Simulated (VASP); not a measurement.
Here is a VASP 6.6.1 calculation.

Contents of INCAR:

```
ALGO = Normal ; EDIFF = 1E-6
ENCUT = 500 ; GGA = PS
GGA_COMPAT = False ; ISIF = 2
ISMEAR = -1 ; LASPH = True
LCHARG = False ; LREAL = False
LWAVE = False ; NBANDS = 18
NELM = 120 ; PREC = Accurate
SIGMA = 0.05
```

The input KPOINTS:

```
k-points
0
Gamma
  7 7 4
```

File POSCAR:

```
Ag
1.0
    2.8634001515      0.0000000000      0.0000000000
   -1.4317000757      2.4797772724      0.0000000000
    0.0000000000      0.0000000000      4.6811221488
Ag
2
Direct
    0.3333333333      0.6666666667      0.2500000000
    0.6666666667      0.3333333333      0.7500000000
```

Potentials or basis: VASP PAW PBE potentials, release 64 (Ag).

The run is started by

```bash
$ cat potpaw_PBE.64/Ag/POTCAR > POTCAR
$ mpirun -np 1 vasp_std > vasp.out
```

Problem. Estimate the pressure.

Solution. -0.2 GPa.

Problem. Estimate the band gap on the k mesh.

Solution. Zero (band 11 reaches 11.13 eV, above the bottom of band 12 at 5.17 eV).

Stress tensor (GPa, compression positive):
```
-0.12  0.00  0.00
 0.00 -0.12  0.00
 0.00  0.00 -0.32
```

Caveat: the k points lie up to 0.36 Å⁻¹ apart; the PAW data sets were made with another functional, which shifts forces and pressure a little.
